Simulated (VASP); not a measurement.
# GdN (P4mm) in VASP: single point with r2SCAN

Aim: the single point of GdN with r2SCAN.

Program: VASP 6.6.1. These are calculated values, not measurements. Logs are shortened: lines on timing, memory, paths and dates and some standing lists are left out, and cuts for length are marked.

### 1 The cell of the first run

It takes space group P4mm (No. 99, tetragonal). Conventional cell: a = 3.019 Å, b = 3.019 Å, c = 3.019 Å, α = 90.00°, β = 90.00°, γ = 90.00°. Within 3.4 Å of Gd (site symmetry 4mm) lie 8 N at 2.60 to 2.63 Å and 6 Gd at 3.02 Å. Within 3.4 Å of N (site symmetry 4mm) lie 8 Gd at 2.60 to 2.63 Å and 6 N at 3.02 Å.

### 2 Single point, r2SCAN, collinear spin, ferromagnetic start (atom 2 (N) moved 0.02 Å along z)

The input, POSCAR:

```
GdN
1.0
    3.0188911066      0.0000000000      0.0000000000
    0.0000000000      3.0188911066      0.0000000000
    0.0000000000      0.0000000000      3.0188911066
Gd N
1 1
Direct
    0.0000000000      0.0000000000      0.0000000000
    0.5000000000      0.5000000000      0.5066249491
```

The input, INCAR.step1:

```
  PREC = Accurate
  ENCUT = 520
  ISMEAR = 0
  SIGMA = 0.05
  LREAL = F
  LASPH = T
  NELM = 150
  ISPIN = 2
  MAGMOM = 7.65 0
  LMAXMIX = 6
  NBANDS = 22
  GGA = PE
  ALGO = Normal
  EDIFF = 1E-4
  LWAVE = T
  LCHARG = F
```

The input, INCAR.step2:

```
  PREC = Accurate
  ENCUT = 520
  EDIFF = 1E-6
  ISMEAR = 0
  SIGMA = 0.05
  LREAL = F
  LASPH = T
  NELM = 150
  ALGO = Normal
  ISIF = 2
  LWAVE = F
  LCHARG = T
  ISPIN = 2
  MAGMOM = 7.65 0
  LORBIT = 11
  LMAXMIX = 6
  METAGGA = R2SCAN
  LMIXTAU = T
  LELF = T
  LVHAR = T
  NBANDS = 22
  ISTART = 1
```

The input, KPOINTS:

```
regular mesh
0
Gamma
  12 12 12
```

Potentials or basis: VASP PAW PBE potentials, release 64 (Gd, N).

Command:

```bash
$ cat potpaw_PBE.64/Gd/POTCAR potpaw_PBE.64/N/POTCAR > POTCAR
$ cp INCAR.step1 INCAR
$ mpirun -np 1 vasp_std > vasp.out
$ cp INCAR.step2 INCAR
$ mpirun -np 1 vasp_std > vasp.out
```

OUTCAR:

```text
PREC = Accurate
   ENCUT = 520
   EDIFF = 1E-6
   ISMEAR = 0
   LREAL = F
   LASPH = T
   NELM = 150
   ISIF = 2
   ISPIN = 2
   LORBIT = 11
   METAGGA = R2SCAN
   ISTART = 1

 ion  position               nearest neighbor table
   1  0.000  0.000  0.000-   2 2.60   2 2.60   2 2.60   2 2.60   2 2.63   2 2.63   2 2.63   2 2.63

   2  0.500  0.500  0.507-   1 2.60   1 2.60   1 2.60   1 2.60   1 2.63   1 2.63   1 2.63   1 2.63

  LATTYP: Found a simple cubic cell.
 ALAT       =     3.0188911066

  Lattice vectors:

 A1 = (   3.0188911066,   0.0000000000,   0.0000000000)
 A2 = (   0.0000000000,   3.0188911066,   0.0000000000)
 A3 = (   0.0000000000,   0.0000000000,   3.0188911066)

Analysis of symmetry for initial positions (statically):
=====================================================================
 Subroutine PRICEL returns:
 Original cell was already a primitive cell.

 Routine SETGRP: Setting up the symmetry group for a
 simple cubic supercell.

 Subroutine GETGRP returns: Found  8 space group operations
 (whereof  8 operations were pure point group operations)
 out of a pool of 48 trial point group operations.

The static configuration has the point symmetry C_4v.

Analysis of symmetry for dynamics (positions and initial velocities):
=====================================================================
 Subroutine PRICEL returns:
 Original cell was already a primitive cell.

 Routine SETGRP: Setting up the symmetry group for a
 simple cubic supercell.

 Subroutine GETGRP returns: Found  8 space group operations
 (whereof  8 operations were pure point group operations)
 out of a pool of 48 trial point group operations.

The dynamic configuration has the point symmetry C_4v.

Analysis of structural, dynamic, and magnetic symmetry:
=====================================================================
 Subroutine PRICEL returns:
 Original cell was already a primitive cell.

 Routine SETGRP: Setting up the symmetry group for a
 simple cubic supercell.

 Subroutine GETGRP returns: Found  8 space group operations
 (whereof  8 operations were pure point group operations)
 out of a pool of 48 trial point group operations.

The overall configuration has the point symmetry C_4v.

 Subroutine INISYM returns: Found  8 space group operations
 (whereof  8 operations are pure point group operations),
 and found     1 'primitive' translations

----------------------------------------------------------------------------------------

                                     Primitive cell

  volume of cell :      27.5133

  direct lattice vectors                    reciprocal lattice vectors
     3.018891107  0.000000000  0.000000000     0.331247456  0.000000000  0.000000000
     0.000000000  3.018891107  0.000000000     0.000000000  0.331247456  0.000000000
     0.000000000  0.000000000  3.018891107     0.000000000  0.000000000  0.331247456

  length of vectors
     3.018891107  3.018891107  3.018891107     0.331247456  0.331247456  0.331247456

  position of ions in fractional coordinates (direct lattice)
     0.000000000  0.000000000  0.000000000
     0.500000000  0.500000000  0.506624949

  ion indices of the primitive-cell ions
   primitive index   ion index
                 1           1
                 2           2

----------------------------------------------------------------------------------------

 KPOINTS: regular mesh

Automatic generation of k-mesh.
 Grid dimensions read from file:
 generate k-points for:   12   12   12

 Generating k-lattice:

  Cartesian coordinates                     Fractional coordinates (reciprocal lattice)
     0.027603955  0.000000000  0.000000000     0.083333333  0.000000000  0.000000000
     0.000000000  0.027603955  0.000000000     0.000000000  0.083333333  0.000000000
     0.000000000  0.000000000  0.027603955     0.000000000  0.000000000  0.083333333

  Length of vectors
     0.027603955  0.027603955  0.027603955

  Shift w.r.t. Gamma in fractional coordinates (k-lattice)
     0.000000000  0.000000000  0.000000000

 Subroutine IBZKPT returns following result:
 ===========================================

 Found    196 irreducible k-points:

 Following reciprocal coordinates:
            Coordinates               Weight
  0.000000  0.000000  0.000000      1.000000
  0.083333  0.000000  0.000000      4.000000
  0.000000  0.000000  0.083333      2.000000
  0.166667  0.000000  0.000000      4.000000
  0.000000  0.000000  0.166667      2.000000
  0.250000  0.000000  0.000000      4.000000
[... 16 lines left out ...]
  0.000000  0.333333  0.083333      8.000000
  0.083333  0.000000  0.333333      8.000000
 [... further k-points ...]
   k-points           NKPTS =    196   k-points in BZ     NKDIM =    196   number of bands    NBANDS=     22
   number of dos      NEDOS =    301   number of ions     NIONS =      2
   total plane-waves  NPLWV =  13824
   dimension x,y,z NGX =    24 NGY =   24 NGZ =   24
   dimension x,y,z NGXF=    48 NGYF=   48 NGZF=   48
   ions per type =               1   1
   NGX,Y,Z   is equivalent  to a cutoff of  13.22, 13.22, 13.22 a.u.
   NGXF,Y,Z  is equivalent  to a cutoff of  26.43, 26.43, 26.43 a.u.
 SYSTEM =  unknown system
   PREC   = accura    normal or accurate (medium, high low for compatibility)
   ISTART =      1    job   : 0-new  1-cont  2-samecut
   ICHARG =      0    charge: 1-file 2-atom 10-const
   ISPIN  =      2    spin polarized calculation?
   LNONCOLLINEAR =      F non collinear calculations
   LSORBIT =      F    spin-orbit coupling
   LASPH  =      T    aspherical Exc in radial PAW
   ENCUT  =  520.0 eV  38.22 Ry    6.18 a.u.   5.61  5.61  5.61*2*pi/ulx,y,z
   NELM   =    150;   NELMIN=  2; NELMDL=  0     # of ELM steps
   EDIFF  = 0.1E-05   stopping-criterion for ELM
   LREAL  =      F    real-space projection
   EDIFFG = 0.1E-04   stopping-criterion for IOM
   NSW    =      0    number of steps for IOM
   IBRION =     -1    ionic relax: 0-MD 1-quasi-New 2-CG
   NFREE  =      0    steps in history (QN), initial steepest desc. (CG)
   ISIF   =      2    stress and relaxation
   ISYM   =      2    0-nonsym 1-usesym 2-fastsym
   POTIM  = 0.5000    time-step for ionic-motion
   TEBEG  =    0.0;   TEEND  =   0.0 temperature during run
   PSTRESS=    0.0 pullay stress
   NELECT =      23.0000    total number of electrons
   NUPDOWN=      -1.0000    fix difference up-down
   EMIN   =  10.00;   EMAX   =-10.00  energy-range for DOS
   EFERMI =   0.00;   METHOD = LEGACY
   ISMEAR =     0;   SIGMA  =   0.05  broadening in eV -4-tet -1-fermi 0-gaus
   EFERMI_NEDOS =   21; number of points for ismear=-14 and -15
   IALGO  =     38    algorithm
   IMIX   =      4    mixing-type and parameters
     AMIX     =   0.40;   BMIX     =  1.00
     AMIX_MAG =   1.60;   BMIX_MAG =  1.00
  volume/ion in A,a.u.               =      13.76        92.83
  Fermi-wavevector in a.u.,A,eV,Ry     =   1.542186  2.914308 32.359234  2.378337
  Thomas-Fermi vector in A             =   2.648026
   LORBIT       =     11    0 simple, 1 ext, 2 COOP (PROOUT), +10 PAW based schemes
   METAGGA = R2SCAN    functional components
   LHFCALC =     F    Hartree Fock is set to
   AEXX    =    0.0000 exact exchange contribution
   IVDW    =     0    specifies the selected vdW correction
   LEPSILON=     F    determine dielectric tensor
   LRPA    =     F    only Hartree local field effects (RPA)
 spin polarized calculation
 Gauss-broadening in eV      SIGMA  =   0.05
  energy-cutoff  :      520.00
  volume of cell :       27.51
 maximum number of plane-waves:       768
 NGX is ok and might be reduce to    24
   NGX = 11   NGY = 11   NGZ = 11

 number of electron      22.9999996 magnetization       6.9999293

 Free energy of the ion-electron system (eV)
  ---------------------------------------------------
  ext. energy  EPLUGINS =         0.00000000
  ---------------------------------------------------
  free energy    TOTEN  =       -52.15773532 eV

  energy without entropy =      -52.15730713  energy(sigma->0) =      -52.15752122

 E-fermi :   5.1789     XC(G=0): -13.0880

 val. band max:        5.1267451770   @ k =   0.0000   0.0833   0.0833
 cond. band min:       5.1881719526   @ k =   0.0000   0.0000   0.4167
 fundamental gap:      0.0614267756
 Fermi energy:         5.1788615152

 spin component 1

 k-point     1 :       0.0000    0.0000    0.0000
  band No.  band energies     occupation
      1     -41.4447      1.00000
      2     -17.3703      1.00000
      3     -17.3698      1.00000
      4     -17.3698      1.00000
      5      -9.2954      1.00000
      6       0.4263      1.00000
[... 14 lines left out ...]
     21      12.5848      0.00000
     22      23.5911      0.00000
[... 552 lines left out ...]
  band No.  band energies     occupation
      1     -41.3046      1.00000
      2     -18.7974      1.00000
      3     -17.3549      1.00000
      4     -17.2171      1.00000
      5      -7.9442      1.00000
      6       0.2475      1.00000
[... 14 lines left out ...]
     21      14.4820      0.00000
     22      18.0407      0.00000

 [... further k-points ...]

 spin component 2

 k-point     1 :       0.0000    0.0000    0.0000
  band No.  band energies     occupation
      1     -37.7740      1.00000
      2     -14.7226      1.00000
      3     -14.7216      1.00000
      4     -14.7216      1.00000
      5      -9.2881      1.00000
      6       4.7918      1.00000
[... 14 lines left out ...]
     21      14.1139      0.00000
     22      24.1297      0.00000
[... 552 lines left out ...]
  band No.  band energies     occupation
      1     -37.5946      1.00000
      2     -16.5489      1.00000
      3     -14.6976      1.00000
      4     -14.5231      1.00000
      5      -7.7663      1.00000
      6       1.4439      1.00000
[... 14 lines left out ...]
     21      15.6744      0.00000
     22      18.9466      0.00000

 [... further k-points ...]
[... 5 lines left out ...]
  --------------------------------------------------------------------------------------
  -------------------------------------------------------------------------------------
  Total        0.0151298      0.0151298      0.0159190      0.0000000      0.0000000      0.0000000
  in kB        0.8810526      0.8810526      0.9270113      0.0000000      0.0000000      0.0000000
  external PRESSURE =       0.8963722 kB  Pullay stress =       0.0000000 kB

 VOLUME and BASIS-vectors are now :
 -----------------------------------------------------------------------------
  energy-cutoff  :      520.00
  volume of cell :       27.51
      direct lattice vectors                 reciprocal lattice vectors
     3.018891107  0.000000000  0.000000000     0.331247456  0.000000000  0.000000000
     0.000000000  3.018891107  0.000000000     0.000000000  0.331247456  0.000000000
     0.000000000  0.000000000  3.018891107     0.000000000  0.000000000  0.331247456

 POSITION                                       TOTAL-FORCE (eV/Angst)
 -----------------------------------------------------------------------------------
      0.00000      0.00000      0.00000         0.000000     -0.000000     -0.054819
      1.50945      1.50945      1.52945        -0.000000      0.000000      0.054819
 -----------------------------------------------------------------------------------
    total drift:                                0.000000      0.000000     -0.000397

  FREE ENERGIE OF THE ION-ELECTRON SYSTEM (eV)
  ---------------------------------------------------
  free  energy   TOTEN  =       -52.1577353200 eV

  energy  without entropy=      -52.1573071255  energy(sigma->0) =      -52.15752122

 total charge

# of ion       s       p       d       f       tot
--------------------------------------------------
    1        2.043   5.665   0.551   7.029  15.288
    2        1.249   2.404   0.000   0.000   3.653
--------------------------------------------------
tot          3.292   8.069   0.551   7.029  18.940

 magnetization (x)

# of ion       s       p       d       f       tot
--------------------------------------------------
    1       -0.006  -0.126   0.110   6.811   6.789
    2       -0.004  -0.087   0.000   0.000  -0.091
--------------------------------------------------
tot         -0.010  -0.213   0.110   6.811   6.698
```

It took 18 min on 1 thread of Intel Xeon Platinum 8175M at 2.50GHz (Skylake/Cascade Lake), shared host; peak memory 0.33 GiB.

What came out:

- Free energy: -52.1577 eV
- Pressure: 0.1 GPa
- Largest force: 0.055 eV/Å
- Band gap on the k mesh: zero (filled and empty bands overlap)
- Net moment: 7.00 μB per cell
- Site moments: Gd +6.79; N -0.09 μB
- Valence electrons inside the program's atomic spheres: Gd 15.29; N 3.65

Forces in eV/Å, atoms in the order of the input:
```
Gd   0.000  0.000 -0.055
N    0.000  0.000  0.055
```

Levels at points of the mesh, in eV from the Fermi level:
Spin up:
```csv
k point,band 13,band 14,band 15,band 16,band 17,band 18
"(0.00, 0.00, 0.00)",-1.02,-1.01,0.26,0.26,0.28,5.01
"(0.50, 0.00, 0.00)",-4.54,-1.45,-1.44,0.10,6.46,7.84
"(0.00, 0.00, 0.50)",-4.54,-1.44,-1.44,0.10,6.46,7.85
"(0.50, 0.50, 0.00)",-1.85,-1.85,0.56,0.60,3.12,4.24
"(0.00, 0.50, 0.50)",-1.85,-1.85,0.56,0.60,3.11,4.24
"(0.50, 0.50, 0.50)",-4.59,-4.59,-4.46,8.33,8.33,8.34
```
Spin down:
| k point | band 5 | band 6 | band 7 | band 8 | band 9 | band 10 | band 11 | band 12 |
| --- | --- | --- | --- | --- | --- | --- | --- | --- |
| (0.00, 0.00, 0.00) | -14.47 | -0.39 | -0.36 | -0.36 | 0.10 | 0.13 | 2.32 | 2.32 |
| (0.50, 0.00, 0.00) | -12.46 | -4.72 | -1.37 | -1.37 | 1.36 | 1.91 | 2.11 | 2.35 |
| (0.00, 0.00, 0.50) | -12.46 | -4.72 | -1.37 | -1.37 | 1.36 | 1.91 | 2.11 | 2.35 |
| (0.50, 0.50, 0.00) | -13.66 | -2.04 | -2.04 | -0.47 | 1.87 | 2.25 | 2.25 | 2.62 |
| (0.00, 0.50, 0.50) | -13.66 | -2.04 | -2.04 | -0.47 | 1.87 | 2.25 | 2.25 | 2.62 |
| (0.50, 0.50, 0.50) | -12.64 | -4.92 | -4.92 | -4.92 | 2.30 | 2.30 | 2.30 | 2.61 |

Caveat: the cell differs from its parent crystal (atom 2 (N) moved 0.02 Å along z); the PAW data sets were made with another functional, which shifts forces and pressure a little; spin-orbit coupling is left out, which moves the levels of the heavy elements; a cell with one magnetic atom can't hold antiferromagnetic order, which such compounds often take; semilocal functionals describe open f shells poorly, which spoils levels, moments and volumes. The state reached can hang on the start; a lower one may exist.
